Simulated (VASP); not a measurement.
# SnCl (Pmmm) in VASP: notebook

The runs below take SnCl through single point, relaxation of cell and atoms, with PBE.

Program: VASP 6.6.1. These are calculated values, not measurements. Logs are shortened: lines on timing, memory, paths and dates and some standing lists are left out, and cuts for length are marked.

### 1 The cell of the first run

The structure is orthorhombic, space group Pmmm (No. 47). Conventional cell: a = 3.347 Å, b = 3.644 Å, c = 4.636 Å, α = 90.00°, β = 90.00°, γ = 90.00°. Sn (site symmetry mmm) has 4 Cl at 2.95 Å and 4 Sn at 3.35 to 3.64 Å within 3.9 Å. Cl (site symmetry mmm) has 4 Sn at 2.95 Å and 4 Cl at 3.35 to 3.64 Å within 3.9 Å.

### 2 Single point, PBE

INCAR

```
ALGO     = Normal         # electronic algorithm
EDIFF    = 1E-6           # SCF threshold, eV
ENCUT    = 520            # plane-wave cutoff, eV
GGA      = PE             # functional
ISIF     = 2              # what is computed and relaxed
ISMEAR   = 0              # smearing method
LASPH    = True           # aspherical terms in the spheres
LCHARG   = True           # write CHGCAR
LELF     = True           # ELF
LREAL    = False          # projectors in reciprocal space
LVHAR    = True         
LWAVE    = False          # write WAVECAR
NBANDS   = 18             # bands
NELM     = 80             # most SCF steps
PREC     = Accurate       # precision mode
SIGMA    = 0.1            # smearing width, eV
```

KPOINTS

```
k-points
0
Gamma
  8 4 4
```

POSCAR

```
SnCl
1.0
    3.3472166842      0.0000000000      0.0000000000
    0.0000000000      3.6436535669      0.0000000000
    0.0000000000      0.0000000000      4.6361666317
Sn Cl
1 1
Direct
    0.5000000000      0.5000000000      0.0000000000
    0.5000000000      0.0000000000      0.5000000000
```

Potentials or basis: VASP PAW PBE potentials, release 64 (Sn_d, Cl).

Command:

```console
> cat potpaw_PBE.64/Sn_d/POTCAR potpaw_PBE.64/Cl/POTCAR > POTCAR
> mpirun -np 1 vasp_std > vasp.out
```

OUTCAR:

```text
EDIFF = 1E-6
   ENCUT = 520
   GGA = PE
   ISIF = 2
   ISMEAR = 0
   LASPH = True
   LREAL = False
   NELM = 80
   PREC = Accurate

 ion  position               nearest neighbor table
   1  0.500  0.500  0.000-   2 2.95   2 2.95   2 2.95   2 2.95
   2  0.500  0.000  0.500-   1 2.95   1 2.95   1 2.95   1 2.95

  LATTYP: Found a simple orthorhombic cell.
 ALAT       =     3.3472166842
 B/A-ratio  =     1.0885622028
 C/A-ratio  =     1.3850811194

  Lattice vectors:

 A1 = (   3.3472166842,   0.0000000000,   0.0000000000)
 A2 = (   0.0000000000,   3.6436535669,   0.0000000000)
 A3 = (   0.0000000000,   0.0000000000,   4.6361666317)

Analysis of symmetry for initial positions (statically):
=====================================================================
 Subroutine PRICEL returns:
 Original cell was already a primitive cell.

 Routine SETGRP: Setting up the symmetry group for a
 simple orthorhombic supercell.

 Subroutine GETGRP returns: Found  8 space group operations
 (whereof  8 operations were pure point group operations)
 out of a pool of  8 trial point group operations.

The static configuration has the point symmetry D_2h.

Analysis of symmetry for dynamics (positions and initial velocities):
=====================================================================
 Subroutine PRICEL returns:
 Original cell was already a primitive cell.

 Routine SETGRP: Setting up the symmetry group for a
 simple orthorhombic supercell.

 Subroutine GETGRP returns: Found  8 space group operations
 (whereof  8 operations were pure point group operations)
 out of a pool of  8 trial point group operations.

The dynamic configuration has the point symmetry D_2h.

 Subroutine INISYM returns: Found  8 space group operations
 (whereof  8 operations are pure point group operations),
 and found     1 'primitive' translations

----------------------------------------------------------------------------------------

                                     Primitive cell

  volume of cell :      56.5431

  direct lattice vectors                    reciprocal lattice vectors
     3.347216684  0.000000000  0.000000000     0.298755681  0.000000000  0.000000000
     0.000000000  3.643653567  0.000000000     0.000000000  0.274449802  0.000000000
[... 74 lines left out ...]
   NGXF,Y,Z  is equivalent  to a cutoff of  27.81, 25.55, 25.82 a.u.
 SYSTEM =  unknown system
   PREC   = accura    normal or accurate (medium, high low for compatibility)
   ISTART =      0    job   : 0-new  1-cont  2-samecut
   ICHARG =      2    charge: 1-file 2-atom 10-const
   ISPIN  =      1    spin polarized calculation?
   LNONCOLLINEAR =      F non collinear calculations
   LSORBIT =      F    spin-orbit coupling
   LASPH  =      T    aspherical Exc in radial PAW
   ENCUT  =  520.0 eV  38.22 Ry    6.18 a.u.   6.22  6.77  8.62*2*pi/ulx,y,z
   NELM   =     80;   NELMIN=  2; NELMDL= -5     # of ELM steps
   EDIFF  = 0.1E-05   stopping-criterion for ELM
   LREAL  =      F    real-space projection
   EDIFFG = 0.1E-04   stopping-criterion for IOM
   NSW    =      0    number of steps for IOM
   IBRION =     -1    ionic relax: 0-MD 1-quasi-New 2-CG
   NFREE  =      0    steps in history (QN), initial steepest desc. (CG)
   ISIF   =      2    stress and relaxation
   ISYM   =      2    0-nonsym 1-usesym 2-fastsym
   POTIM  = 0.5000    time-step for ionic-motion
   TEBEG  =    0.0;   TEEND  =   0.0 temperature during run
   PSTRESS=    0.0 pullay stress
   NELECT =      21.0000    total number of electrons
   NUPDOWN=      -1.0000    fix difference up-down
   EMIN   =  10.00;   EMAX   =-10.00  energy-range for DOS
   EFERMI =   0.00;   METHOD = LEGACY
   ISMEAR =     0;   SIGMA  =   0.10  broadening in eV -4-tet -1-fermi 0-gaus
   EFERMI_NEDOS =   21; number of points for ismear=-14 and -15
   IALGO  =     38    algorithm
   IMIX   =      4    mixing-type and parameters
     AMIX     =   0.40;   BMIX     =  1.00
     AMIX_MAG =   1.60;   BMIX_MAG =  1.00
  volume/ion in A,a.u.               =      28.27       190.79
  Fermi-wavevector in a.u.,A,eV,Ry     =   1.176760  2.223754 18.840864  1.384764
  Thomas-Fermi vector in A             =   2.313118
   LORBIT       =      0    0 simple, 1 ext, 2 COOP (PROOUT), +10 PAW based schemes
   GGA     = PE    functional components
   LHFCALC =     F    Hartree Fock is set to
   AEXX    =    0.0000 exact exchange contribution
   IVDW    =     0    specifies the selected vdW correction
   LEPSILON=     F    determine dielectric tensor
   LRPA    =     F    only Hartree local field effects (RPA)
 non-spin polarized calculation
 Gauss-broadening in eV      SIGMA  =   0.10
  energy-cutoff  :      520.00
  volume of cell :       56.54
 maximum number of plane-waves:      1542
 NGX is ok and might be reduce to    28
   NGX = 13   NGY = 13   NGZ = 17

 number of electron      20.9999994 magnetization

 Free energy of the ion-electron system (eV)
  ---------------------------------------------------
  ext. energy  EPLUGINS =         0.00000000
  ---------------------------------------------------
  free energy    TOTEN  =        -6.68967379 eV

  energy without entropy =       -6.68742073  energy(sigma->0) =       -6.68854726

 E-fermi :   5.0875     XC(G=0):  -9.0593

 val. band max:        4.8634830966   @ k =   0.1250   0.5000   0.2500
 cond. band min:       5.1057461501   @ k =   0.0000   0.2500   0.2500
 fundamental gap:      0.2422630536
 Fermi energy:         5.0874860399

 k-point     1 :       0.0000    0.0000    0.0000
  band No.  band energies     occupation
      1     -17.0671      2.00000
      2     -17.0231      2.00000
      3     -16.9470      2.00000
      4     -16.8916      2.00000
      5     -16.8498      2.00000
      6     -11.1866      2.00000
[... 481 lines left out ...]
      5     -16.8078      2.00000
      6     -10.6603      2.00000
[... 10 lines left out ...]
     17      14.7682      0.00000
     18      16.1877      0.00000

 [... further k-points ...]
[... 5 lines left out ...]
  --------------------------------------------------------------------------------------
  -------------------------------------------------------------------------------------
  Total       -0.0310665     -0.0350192      0.0029410      0.0000000      0.0000000      0.0000000
  in kB       -0.8802852     -0.9922874      0.0833345      0.0000000      0.0000000      0.0000000
  external PRESSURE =      -0.5964127 kB  Pullay stress =       0.0000000 kB

 VOLUME and BASIS-vectors are now :
 -----------------------------------------------------------------------------
  energy-cutoff  :      520.00
  volume of cell :       56.54
      direct lattice vectors                 reciprocal lattice vectors
     3.347216684  0.000000000  0.000000000     0.298755681  0.000000000  0.000000000
     0.000000000  3.643653567  0.000000000     0.000000000  0.274449802  0.000000000
     0.000000000  0.000000000  4.636166632     0.000000000  0.000000000  0.215695440

 POSITION                                       TOTAL-FORCE (eV/Angst)
 -----------------------------------------------------------------------------------
      1.67361      1.82183      0.00000         0.000000      0.000000      0.000000
      1.67361      0.00000      2.31808         0.000000      0.000000      0.000000
 -----------------------------------------------------------------------------------
    total drift:                                0.000000      0.000000      0.000000

  FREE ENERGIE OF THE ION-ELECTRON SYSTEM (eV)
  ---------------------------------------------------
  free  energy   TOTEN  =        -6.6896737861 eV

  energy  without entropy=       -6.6874207283  energy(sigma->0) =       -6.68854726
```

OSZICAR:

```text
N       E                     dE             d eps       ncg     rms          rms(c)
DAV:   1     0.165457288184E+03    0.16546E+03   -0.10415E+04  1674   0.141E+03
DAV:   2     0.115889924960E+02   -0.15387E+03   -0.14737E+03  1802   0.362E+02
DAV:   3    -0.643549530452E+01   -0.18024E+02   -0.17846E+02  1904   0.108E+02
DAV:   4    -0.692537870857E+01   -0.48988E+00   -0.48929E+00  2032   0.191E+01
DAV:   5    -0.693752214488E+01   -0.12143E-01   -0.12142E-01  2116   0.310E+00    0.493E+00
DAV:   6    -0.670381665684E+01    0.23371E+00   -0.45252E-01  2258   0.425E+00    0.283E+00
DAV:   7    -0.668968588109E+01    0.14131E-01   -0.12272E-01  2110   0.191E+00    0.108E+00
DAV:   8    -0.668958473937E+01    0.10114E-03   -0.17364E-02  1824   0.952E-01    0.141E-01
DAV:   9    -0.668958978091E+01   -0.50415E-05   -0.23501E-03  2204   0.311E-01    0.623E-02
DAV:  10    -0.668964096779E+01   -0.51187E-04   -0.27854E-04  1896   0.113E-01    0.280E-02
DAV:  11    -0.668967359504E+01   -0.32627E-04   -0.52045E-05  1740   0.531E-02    0.813E-03
DAV:  12    -0.668967378609E+01   -0.19105E-06   -0.20061E-06  1954   0.121E-02
   1 F= -.66896738E+01 E0= -.66885473E+01  d E =-.225306E-02
```

Run time: 18 s. Hardware: 1 thread of Intel Xeon 6975P-C (Granite Rapids), shared host; peak memory 0.19 GiB.

Results:

```yaml
Free_energy: -6.6897 eV
Pressure: -0.1 GPa
```

Stress tensor (GPa, compression positive):
```
-0.09  0.00  0.00
 0.00 -0.10  0.00
 0.00  0.00  0.01
```

Levels at points of the mesh, in eV from the Fermi level:
```csv
k point,band 7,band 8,band 9,band 10,band 11,band 12,band 13,band 14,band 15,band 16
"(0.00, 0.00, 0.00)",-7.76,-5.56,-3.86,-2.64,3.32,3.88,4.23,5.32,6.29,8.95
"(0.50, 0.00, 0.00)",-5.74,-5.47,-5.00,-3.52,-1.45,4.87,5.21,5.45,6.04,8.70
"(0.00, 0.50, 0.00)",-8.29,-4.50,-3.13,-2.38,-2.03,0.23,5.55,7.71,9.11,11.29
"(0.50, 0.50, 0.00)",-6.81,-4.57,-4.11,-1.93,-1.79,-0.37,1.67,4.97,6.87,7.30
"(0.00, 0.00, 0.50)",-9.34,-3.56,-2.52,-2.33,0.02,2.42,4.60,7.18,7.45,7.62
"(0.50, 0.00, 0.50)",-7.77,-4.87,-3.27,-2.74,-1.34,1.77,3.87,6.67,8.62,8.69
"(0.00, 0.50, 0.50)",-7.17,-6.13,-6.05,-2.36,1.15,3.47,6.04,7.36,9.34,9.54
"(0.50, 0.50, 0.50)",-5.41,-5.40,-5.09,-4.47,-1.40,2.53,3.24,3.91,5.06,9.82
```

Caveat: the k points lie up to 0.43 Å⁻¹ apart; spin-orbit coupling is left out, which moves the levels of the heavy elements; an odd number of electrons without spin polarisation forces a metal; a magnetic or distorted state may lie lower.

### 3 Single point, PBE

This run uses another cell than the first one, of 28.17 Å³/atom, 0.996 times its volume.

INCAR

```
SYSTEM = SnCl
PREC = Accurate
ENCUT = 520
EDIFF = 1E-6
ISMEAR = 0
SIGMA = 0.1
LREAL = .FALSE.
LASPH = .TRUE.
NELM = 80
ALGO = Normal
ISIF = 2
LWAVE = .FALSE.
LCHARG = .FALSE.
GGA = PE
NBANDS = 18
```

KPOINTS

```
Automatic mesh
0
G
  6 6 4
  0 0 0
```

POSCAR

```
SnCl
1.0
    3.3860661534      0.0000000000      0.0000000000
    0.0000000000      3.4990994552      0.0000000000
    0.0000000000      0.0000000000      4.7547147655
Sn Cl
1 1
Direct
    0.5000000000      0.5000000000      0.0000000000
    0.5000000000      0.0000000000      0.5000000000
```

Potentials or basis: VASP PAW PBE potentials, release 64 (Sn_d, Cl).

Command:

```console
> cat potpaw_PBE.64/Sn_d/POTCAR potpaw_PBE.64/Cl/POTCAR > POTCAR
> mpirun -np 1 vasp_std > vasp.out
```

OUTCAR:

```text
SYSTEM = SnCl
   PREC = Accurate
   ENCUT = 520
   EDIFF = 1E-6
   ISMEAR = 0
   LREAL = .FALSE.
   LASPH = .TRUE.
   NELM = 80
   ISIF = 2
   GGA = PE

 ion  position               nearest neighbor table
   1  0.500  0.500  0.000-   2 2.95   2 2.95   2 2.95   2 2.95
   2  0.500  0.000  0.500-   1 2.95   1 2.95   1 2.95   1 2.95

  LATTYP: Found a simple orthorhombic cell.
 ALAT       =     3.3860661534
 B/A-ratio  =     1.0333818941
 C/A-ratio  =     1.4042001987

  Lattice vectors:

 A1 = (   3.3860661534,   0.0000000000,   0.0000000000)
 A2 = (   0.0000000000,   3.4990994552,   0.0000000000)
 A3 = (   0.0000000000,   0.0000000000,   4.7547147655)

Analysis of symmetry for initial positions (statically):
=====================================================================
 Subroutine PRICEL returns:
 Original cell was already a primitive cell.

 Routine SETGRP: Setting up the symmetry group for a
 simple orthorhombic supercell.

 Subroutine GETGRP returns: Found  8 space group operations
 (whereof  8 operations were pure point group operations)
 out of a pool of  8 trial point group operations.
[... 155 lines left out ...]

 Free energy of the ion-electron system (eV)
  ---------------------------------------------------
  ext. energy  EPLUGINS =         0.00000000
  ---------------------------------------------------
  free energy    TOTEN  =        -6.59977865 eV

  energy without entropy =       -6.59110726  energy(sigma->0) =       -6.59544296

 E-fermi :   4.7937     XC(G=0):  -9.0818

 val. band max:        4.7829532368   @ k =   0.3333   0.3333   0.5000
 cond. band min:       4.7986430171   @ k =   0.3333   0.3333   0.0000
 fundamental gap:      0.0156897803
 Fermi energy:         4.7937215074

 k-point     1 :       0.0000    0.0000    0.0000
  band No.  band energies     occupation
      1     -17.1171      2.00000
      2     -17.0544      2.00000
      3     -17.0370      2.00000
      4     -16.9816      2.00000
      5     -16.9170      2.00000
      6     -11.1115      2.00000
[... 481 lines left out ...]
      5     -16.8959      2.00000
      6     -10.6135      2.00000
[... 10 lines left out ...]
     17      14.0202      0.00000
     18      16.6101      0.00000

 [... further k-points ...]
[... 5 lines left out ...]
  --------------------------------------------------------------------------------------
  -------------------------------------------------------------------------------------
  Total       -0.1218122     -0.0880343      0.0470602      0.0000000      0.0000000      0.0000000
  in kB       -3.4643773     -2.5037236      1.3384061      0.0000000      0.0000000      0.0000000
  external PRESSURE =      -1.5432316 kB  Pullay stress =       0.0000000 kB

 VOLUME and BASIS-vectors are now :
 -----------------------------------------------------------------------------
  energy-cutoff  :      520.00
  volume of cell :       56.33
      direct lattice vectors                 reciprocal lattice vectors
     3.386066153  0.000000000  0.000000000     0.295327957  0.000000000  0.000000000
     0.000000000  3.499099455  0.000000000     0.000000000  0.285787818  0.000000000
     0.000000000  0.000000000  4.754714766     0.000000000  0.000000000  0.210317558

 POSITION                                       TOTAL-FORCE (eV/Angst)
 -----------------------------------------------------------------------------------
      1.69303      1.74955      0.00000         0.000000      0.000000      0.000000
      1.69303      0.00000      2.37736         0.000000      0.000000      0.000000
 -----------------------------------------------------------------------------------
    total drift:                                0.000000      0.000000      0.000000

  FREE ENERGIE OF THE ION-ELECTRON SYSTEM (eV)
  ---------------------------------------------------
  free  energy   TOTEN  =        -6.5997786487 eV

  energy  without entropy=       -6.5911072631  energy(sigma->0) =       -6.59544296
```

OSZICAR:

```text
N       E                     dE             d eps       ncg     rms          rms(c)
DAV:   1     0.167030704252E+03    0.16703E+03   -0.10327E+04  1748   0.141E+03
DAV:   2     0.120098235449E+02   -0.15502E+03   -0.14890E+03  1874   0.365E+02
DAV:   3    -0.632243095118E+01   -0.18332E+02   -0.18009E+02  2064   0.107E+02
DAV:   4    -0.685353288388E+01   -0.53110E+00   -0.53044E+00  2082   0.196E+01
DAV:   5    -0.686708020815E+01   -0.13547E-01   -0.13545E-01  2348   0.329E+00    0.486E+00
DAV:   6    -0.661365035314E+01    0.25343E+00   -0.47296E-01  2464   0.456E+00    0.274E+00
DAV:   7    -0.659978928674E+01    0.13861E-01   -0.12606E-01  2300   0.194E+00    0.112E+00
DAV:   8    -0.659994458630E+01   -0.15530E-03   -0.20004E-02  1914   0.102E+00    0.141E-01
DAV:   9    -0.659969301715E+01    0.25157E-03   -0.32411E-03  2404   0.361E-01    0.602E-02
DAV:  10    -0.659974195924E+01   -0.48942E-04   -0.38297E-04  2066   0.137E-01    0.295E-02
DAV:  11    -0.659977790985E+01   -0.35951E-04   -0.57647E-05  1910   0.524E-02    0.599E-03
DAV:  12    -0.659977864873E+01   -0.73888E-06   -0.45274E-06  2128   0.165E-02
   1 F= -.65997786E+01 E0= -.65954430E+01  d E =-.867139E-02
```

Run time: 22 s. Hardware: 1 thread of Intel Xeon 6975P-C (Granite Rapids), shared host; peak memory 0.19 GiB.

Results:

| Item | Value |
| --- | --- |
| Free energy | -6.5998 eV |
| Pressure | -0.2 GPa |

Stress tensor (GPa, compression positive):
```
-0.35  0.00  0.00
 0.00 -0.25  0.00
 0.00  0.00  0.13
```

Caveat: spin-orbit coupling is left out, which moves the levels of the heavy elements; an odd number of electrons without spin polarisation forces a metal; a magnetic or distorted state may lie lower.

### 4 Single point, PBE

This run uses another cell than the first one, of 31.10 Å³/atom, 1.100 times its volume.

INCAR

```
SYSTEM = SnCl
PREC = Accurate ; ENCUT = 520
EDIFF = 1E-7 ; ISMEAR = 0
SIGMA = 0.1 ; LREAL = .False.
LASPH = .True. ; NELM = 100
ALGO = Normal ; ISIF = 2
LWAVE = .False. ; LCHARG = .True.
GGA = PE ; LELF = .True.
LVHAR = .True. ; NBANDS = 18
```

KPOINTS

```
Automatic mesh
0
Gamma
  8 4 4
  0 0 0
```

POSCAR

```
SnCl
1.0
    2.3890463600      0.0000000000      0.0000000000
    0.0000000000      4.4443200500      0.0000000000
    0.0000000000      0.0000000000      5.8585704000
Sn Cl
1 1
Direct
    0.5000000000      0.5000000000      0.0000000000
    0.5000000000      0.0000000000      0.5000000000
```

Command:

```console
> cat potpaw_PBE.64/Sn_d/POTCAR potpaw_PBE.64/Cl/POTCAR > POTCAR
> mpirun -np 1 vasp_std > vasp.out
```

Run time: 25 s. Hardware: 1 thread of Intel Xeon 6975P-C (Granite Rapids), shared host; peak memory 0.2 GiB.

It converged, with:

| Quantity | Value |
| --- | --- |
| Free energy | -4.2466 eV |
| Pressure | 8.7 GPa |

Stress tensor (GPa, compression positive):
```
25.09  0.00  0.00
 0.00 -0.21  0.00
 0.00  0.00  1.32
```

Levels at points of the mesh, in eV from the Fermi level:
```
           k point  band 7  band 8  band 9  band 10  band 11  band 12  band 13  band 14  band 15  band 16
(0.00, 0.00, 0.00)   -9.72   -5.04   -4.39    -0.61    -0.32     2.14     3.93     4.55     7.05    11.11
(0.50, 0.00, 0.00)   -7.62   -3.47   -2.27    -1.96    -1.61     5.03     5.69     5.98     7.79     9.55
(0.00, 0.50, 0.00)   -9.53   -4.67   -4.61    -2.62    -1.42     2.15     6.94     7.60     9.25    10.15
(0.50, 0.50, 0.00)   -7.58   -3.34   -2.51    -2.15    -0.76     3.38     4.56     6.24     6.76     7.11
(0.00, 0.00, 0.50)   -9.84   -4.41   -4.32    -1.77    -0.60     2.14     4.99     6.18     8.60     8.86
(0.50, 0.00, 0.50)   -7.61   -3.52   -2.79    -1.94    -0.81     4.24     5.45     7.02     7.17     8.20
(0.00, 0.50, 0.50)   -9.46   -5.14   -5.11    -1.60    -0.58     2.15     5.05     6.71     9.41    10.88
(0.50, 0.50, 0.50)   -7.58   -3.32   -2.27    -2.26    -1.20     3.90     5.05     5.26     5.72     9.99
```

Caveat: spin-orbit coupling is left out, which moves the levels of the heavy elements; an odd number of electrons without spin polarisation forces a metal; a magnetic or distorted state may lie lower.

(Continued in part 2 of 2.)
